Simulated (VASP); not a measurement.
Here is a VASP 6.6.1 calculation.

File INCAR:

```
SYSTEM = KTaO3
ALGO = Normal
EDIFF = 1E-7
ENCUT = 520
GGA = PE
ISIF = 2
ISMEAR = 0
LASPH = .True.
LCHARG = .False.
LREAL = .False.
LWAVE = .False.
NBANDS = 27
NELM = 80
PREC = Accurate
SIGMA = 0.05
```

KPOINTS

```
k-points
0
Gamma
  8 8 8
  0 0 0
```

POSCAR

```
KTaO3
1.0
    4.1332505739      0.0000000000      0.0000000000
    0.0000000000      4.1332505739      0.0000000000
    0.0000000000      0.0000000000      3.6637133087
K Ta O
1 1 3
Direct
    0.5000000000      0.5000000000      0.5000000000
    0.0000000000      0.0000000000      0.0000000000
    0.5000000000      0.0000000000      0.0000000000
    0.0000000000      0.5000000000      0.0000000000
    0.0000000000      0.0000000000      0.5000000000
```

Potentials or basis: VASP PAW PBE potentials, release 64 (K_sv, Ta_pv, O).

Run with:

```bash
$ cat potpaw_PBE.64/K_sv/POTCAR potpaw_PBE.64/Ta_pv/POTCAR potpaw_PBE.64/O/POTCAR > POTCAR
$ mpirun -np 1 vasp_std > vasp.out
```

**Question.** What does it give for the pressure?

**Answer.** 15.3 GPa.

**Question.** What does it give for the band gap on the k mesh?

**Answer.** 1.96 eV, indirect (least direct gap 2.46 eV).

Stress tensor (GPa, compression positive):
```
-4.54  0.00  0.00
 0.00 -4.54  0.00
 0.00  0.00 54.94
```

Caveat: spin-orbit coupling is left out, which moves the levels of the heavy elements. A k mesh can miss the band edges.
